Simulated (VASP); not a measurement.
A run of VASP 6.6.1 is set up as follows.

The input INCAR:

```
SYSTEM = Ag
ALGO = Normal
EDIFF = 1E-7
EDIFFG = -0.008
ENCUT = 600
GGA = PE
IBRION = 2
ISIF = 3
ISMEAR = 0
LASPH = .TRUE.
LCHARG = .FALSE.
LREAL = .FALSE.
LWAVE = .FALSE.
NELM = 100
NSW = 70
PREC = Accurate
PSTRESS = 100.0
SIGMA = 0.1
```

Contents of KPOINTS:

```
k-points
0
G
  18 18 18
  0 0 0
```

The input POSCAR:

```
Ag
1.0
    0.0000000000      2.0134738218      2.0134738218
    2.0134738218      0.0000000000      2.0134738218
    2.0134738218      2.0134738218      0.0000000000
Ag
1
Direct
    0.0000000000      0.0000000000      0.0000000000
```

Potentials or basis: VASP PAW PBE potentials, release 64 (Ag).

Run with:

```sh
$ cat potpaw_PBE.64/Ag/POTCAR > POTCAR
$ mpirun -np 1 vasp_std > vasp.out
```

Q: Estimate the relaxed cell.

A: a = 2.849 Å, b = 2.849 Å, c = 2.849 Å, α = 60.00°, β = 60.00°, γ = 60.00°.

Q: Predict the space group after relaxing (to 0.05 Å).

A: Fm-3m (No. 225).

Q: What does it give for the relaxed volume?

A: 16.35 Å³/atom.

Final structure:
```
CELL_PARAMETERS angstrom
0.00000 2.01459 2.01459
2.01459 0.00000 2.01459
2.01459 2.01459 0.00000
ATOMIC_POSITIONS crystal
Ag 0.00000 0.00000 0.00000
```

Caveat: the cell is relaxed towards a set pressure, so the enthalpy falls and the energy may rise.
